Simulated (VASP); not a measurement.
Set up this calculation in VASP 6.6.1, as the native input.

* Task: single point
* Functional: PBEsol
* Potentials or basis: VASP PAW PBE potentials, release 64 (Bi_d)
* Cutoff: 520 eV
* k mesh: 12 × 12 × 7
* Occupations: fermi-dirac, width 0.1 eV
* Spin: no spin polarisation
* Dipole correction: no
* Further INCAR settings: ALGO = Normal; EDIFF = 1e-07; NBANDS = 22

The structure of Bi lies in POSCAR:

```
Bi
1.0
    2.6613062688      0.0000000000      0.0000000000
   -1.3306531344      2.3047588361      0.0000000000
    0.0000000000      0.0000000000      4.2276548307
Bi
2
Direct
    0.3333333333      0.6666666667      0.2500000000
    0.6666666667      0.3333333333      0.7500000000
```

The input as run:

INCAR

```
SYSTEM = Bi
PREC = Accurate ; ENCUT = 520
EDIFF = 1E-7 ; ISMEAR = -1
SIGMA = 0.1 ; LREAL = .FALSE.
LASPH = .TRUE. ; NELM = 80
ALGO = Normal ; ISIF = 2
LWAVE = .FALSE. ; LCHARG = .FALSE.
GGA = PS ; NBANDS = 22
```

KPOINTS

```
Automatic mesh
0
G
  12 12 7
  0 0 0
```

Potentials or basis: VASP PAW PBE potentials, release 64 (Bi_d).

Run with:

```sh
$ cat potpaw_PBE.64/Bi_d/POTCAR > POTCAR
$ mpirun -np 1 vasp_std > vasp.out
```

It gave:

| Item | Value |
| --- | --- |
| Pressure | 364.9 GPa |
| Band gap on the k mesh | zero (band 15 reaches 32.25 eV, above the bottom of band 16 at 18.83 eV) |

Caveat: the PAW data sets were made with another functional, which shifts forces and pressure a little; spin-orbit coupling is left out, which moves the levels of the heavy elements.

It took 28 s on 1 thread of Intel(R) Xeon(R) Platinum 8259CL CPU @ 2.50GHz (Skylake/Cascade Lake), with other jobs on the host, peak memory 0.16 GiB.
